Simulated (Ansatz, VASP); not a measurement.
## Two plane-wave programs on KCl

POSCAR

```
KCl
1.0
    0.0000000000      3.1460609678      3.1460609678
    3.1460609678      0.0000000000      3.1460609678
    3.1460609678      3.1460609678      0.0000000000
K Cl
1 1
Direct
    0.0000000000      0.0000000000      0.0000000000
    0.5000000000      0.5000000000      0.5000000000
```

INCAR.step1

```
SYSTEM = KCl
  PREC = Accurate
  ENCUT = 520
  ISMEAR = 0
  SIGMA = 0.05
  LREAL = .FALSE.
  LASPH = .TRUE.
  NELM = 80
  NBANDS = 15
  GGA = PE
  ALGO = Normal
  EDIFF = 1E-4
  LWAVE = .TRUE.
  LCHARG = .FALSE.
```

The input INCAR.step2:

```
SYSTEM = KCl
  PREC = Accurate
  ENCUT = 520
  EDIFF = 1E-7
  ISMEAR = 0
  SIGMA = 0.05
  LREAL = .FALSE.
  LASPH = .TRUE.
  NELM = 80
  ALGO = Normal
  ISIF = 2
  LWAVE = .FALSE.
  LCHARG = .FALSE.
  METAGGA = R2SCAN
  LMIXTAU = .TRUE.
  NBANDS = 15
  ISTART = 1
```

KPOINTS

```
regular mesh
0
G
  6 6 6
  0 0 0
```

Input for Ansatz:

```yaml
crystal:
  lattice:
    - [0.0, 3.1460609678, 3.1460609678]
    - [3.1460609678, 0.0, 3.1460609678]
    - [3.1460609678, 3.1460609678, 0.0]
  atoms:
    - { symbol: K, position: [0.0, 0.0, 0.0] }
    - { symbol: Cl, position: [0.5, 0.5, 0.5] }
basis:
  ecutwfc: 500
  ecutrho_ratio: 4
kpoints:
  mp_grid: { grid: [6, 6, 6] }
hamiltonian:
  xc: r2scan
scf:
  occupations: { method: gaussian, width: 0.05 }
output:
  forces: true
  stress: true
  eigenvalues: true
```

Alike in both runs: task single point; functional r2SCAN; k mesh 6 × 6 × 6; occupations gaussian, width 0.05 eV; no spin polarisation.

|  | VASP | Ansatz |
| --- | --- | --- |
| version | VASP 6.6.1 | Ansatz 0.2.0 |
| potentials or method | VASP PAW PBE potentials, release 64 (K_sv, Cl), cutoff 520 eV | scalar-relativistic, plane waves, PAW |
| valence electrons in the cell | 16 | 16 |

|  | VASP | Ansatz | Ansatz less VASP |
| --- | --- | --- | --- |
| gap on the k mesh at the Fermi level (eV) | 5.83 | 5.83 | -0.004 |
| least direct gap on the mesh (eV) | 5.83 | 5.83 | -0.004 |
| pressure (GPa) | 0.0 | 0.0 | +0.03 |

VASP's potentials were made for PBE, not for r2SCAN. The functional is the same, so the differences come from potentials, cutoffs and numerics.
